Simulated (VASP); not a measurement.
Write the native input for VASP 6.6.1 that does the following.

```
Task                   : single point
Functional             : PBE
Potentials or basis    : VASP PAW PBE potentials, release 64 (Ti_sv, O_h)
Cutoff                 : 910 eV
k mesh                 : 6 × 6 × 10
Occupations            : gaussian, width 0.05 eV
Spin                   : no spin polarisation
Hubbard terms          : Ti d U = 4.0 eV
Dipole correction      : no
Further INCAR settings : ALGO = Normal; EDIFF = 1e-06; NBANDS = 33
```

The structure of TiO2 lies in POSCAR:

```
TiO2
1.0
    4.2691518227      0.0000000000      0.0000000000
    0.0000000000      4.2691518227      0.0000000000
    0.0000000000      0.0000000000      3.0063836354
Ti O
2 4
Direct
    0.0000000000      0.0000000000      0.0000000000
    0.5000000000      0.5000000000      0.5000000000
    0.3056475974      0.3056475974      0.0000000000
    0.1943524026      0.8056475974      0.5000000000
    0.6943524026      0.6943524026      0.0000000000
    0.8056475974      0.1943524026      0.5000000000
```

This cell differs from its parent crystal: strain -0.080 along x and y, +0.000 along z.

One way to write it, as run:

INCAR

```
SYSTEM = TiO2
ALGO = Normal
EDIFF = 1E-6
ENCUT = 910
GGA = PE
GGA_COMPAT = .FALSE.
ISIF = 2
ISMEAR = 0
LASPH = .TRUE.
LCHARG = .FALSE.
LDAU = .TRUE.
LDAUJ = 0 0
LDAUL = 2 -1
LDAUPRINT = 1
LDAUTYPE = 2
LDAUU = 4 0
LMAXMIX = 4
LREAL = .FALSE.
LWAVE = .FALSE.
NBANDS = 33
NELM = 200
PREC = Accurate
SIGMA = 0.05
```

KPOINTS

```
k-points
0
G
  6 6 10
  0 0 0
```

Potentials or basis: VASP PAW PBE potentials, release 64 (Ti_sv, O_h).

Run with:

```sh
$ cat potpaw_PBE.64/Ti_sv/POTCAR potpaw_PBE.64/O_h/POTCAR > POTCAR
$ mpirun -np 1 vasp_std > vasp.out
```

Results of the run:

```
Pressure               : 54.6 GPa
Largest force          : 0.160 eV/Å
Band gap on the k mesh : 2.76 eV
```

Caveat: the cell differs from its parent crystal (strain -0.080 along x and y, +0.000 along z); the cutoff is under 1.25 times the usual one of these potentials, so pressure, stress and relaxed cells hold a basis-set (Pulay) error; the cell stands under pressure.

Wall time 110 s on 1 thread of AMD EPYC 9R45 96-Core Processor (Zen 5), on a shared host, peak memory 0.32 GiB.
